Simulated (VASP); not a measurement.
Input of a VASP 6.6.1 run:

The input INCAR:

```
ALGO = Normal ; EDIFF = 1E-7
ENCUT = 520 ; GGA = PE
ISIF = 2 ; ISMEAR = 0
LASPH = T ; LCHARG = F
LREAL = F ; LWAVE = F
NBANDS = 24 ; NELM = 100
PREC = Accurate ; SIGMA = 0.1
```

KPOINTS

```
k-points
0
Gamma
  6 6 4
```

The input POSCAR:

```
LiPrP3
1.0
    4.1957873700      0.0000000000      0.0000000000
   -2.0978936800      3.6336584500      0.0000000000
    0.0000000000      0.0000000000      7.2547912600
Li Pr P
1 1 3
Direct
    0.6666666700      0.3333333300      0.0000000000
    0.0000000000      0.0000000000      0.0000000000
    0.3333333300      0.6666666700      0.5000000000
    0.0000000000      0.0000000000      0.7031918200
    0.0000000000      0.0000000000      0.2968081800
```

Potentials or basis: VASP PAW PBE potentials, release 64 (Li_sv, Pr, P).

The run is started by

```console
$ cat potpaw_PBE.64/Li_sv/POTCAR potpaw_PBE.64/Pr/POTCAR potpaw_PBE.64/P/POTCAR > POTCAR
$ mpirun -np 1 vasp_std > vasp.out
```

Problem. Predict the band gap on the k mesh.

Solution. Zero (an odd number of electrons rules out a gap without spin polarisation).

Problem. Predict the largest force.

Solution. 6.180 eV/Å.

Forces in eV/Å, atoms in the order of the input:
```
Li   0.000  0.000  0.000
Pr   0.000  0.000  0.000
P    0.000  0.000  0.000
P    0.000  0.000 -6.180
P    0.000  0.000  6.180
```

Caveat: spin-orbit coupling is left out, which moves the levels of the heavy elements; semilocal functionals describe open f shells poorly, which spoils levels, moments and volumes; forces of over 1 eV/Å act on the atoms, so gaps and moduli don't describe the material at rest. Spin polarisation is off, so any magnetic state and its effect on volume and gap are missing.
